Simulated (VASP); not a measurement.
Sc:

```
CELL_PARAMETERS angstrom
3.02000 0.00000 0.00000
0.00000 3.02000 0.00000
0.00000 0.00000 3.02000
ATOMIC_POSITIONS crystal
Sc 0.00000 0.00000 0.00000
```

* Program: VASP 6.6.1
* Task: relaxation of cell and atoms
* Functional: PBEsol
* Potentials or basis: VASP PAW PBE potentials, release 64 (Sc_sv)
* Cutoff: 600 eV
* k mesh: 6 × 6 × 6
* Occupations: gaussian, width 0.05 eV
* Spin: no spin polarisation

At the start: pressure -3.6 GPa; volume 27.54 Å³/atom.

Question: Where does the relaxation end?

Answer: Over 3 steps the energy falls by 32.4 meV/atom and the volume is 24.86 Å³/atom (-9.7 %); space group Pm-3m (No. 221, to 0.05 Å).

The path:
| step | energy change (eV) | largest force (eV/Å) | pressure (GPa) | volume (Å³) |
| --- | --- | --- | --- | --- |
| 1 | 0.0000 | 0.0000 | -3.59 | 27.54 |
| 2 | -0.0320 | 0.0000 | -0.49 | 25.15 |
| 3 | -0.0324 | 0.0000 | -0.03 | 24.86 |

Final structure:
```yaml
crystal:
  lattice:
    - [2.91869, 0.00000, 0.00000]
    - [0.00000, 2.91869, 0.00000]
    - [0.00000, 0.00000, 2.91869]
  atoms:
    - { symbol: Sc, position: [0.00000, 0.00000, 0.00000] }
```

Caveat: the PAW data sets were made with another functional, which shifts forces and pressure a little.
